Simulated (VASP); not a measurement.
The system is Rh.

```
Rh
1.0
     0.00000    1.90155    1.90155
     1.90155    0.00000    1.90155
     1.90155    1.90155    0.00000
Rh
1
Cartesian
  0.0000 0.0000 0.0000
```

Base run:

* Program: VASP 6.6.1
* Functional: r2SCAN
* Potentials or basis: VASP PAW PBE potentials, release 64 (Rh_sv_GW)
* Cutoff: 580 eV
* k mesh: 8 × 8 × 8
* Occupations: gaussian, width 0.15 eV
* Spin: no spin polarisation

Its results: pressure -1.4 GPa.

**Question.** The run is repeated on the same cell with these changes: potentials or basis from VASP PAW PBE potentials, release 64 (Rh_sv_GW) to VASP PAW PBE potentials, release 64 (Rh_pv); cutoff from 580 eV to 520 eV; valence electrons from 17 to 15. What comes out?

**Answer.** Pressure 1.4 GPa.

Caveats: the PAW data sets were made with another functional, which shifts forces and pressure a little.
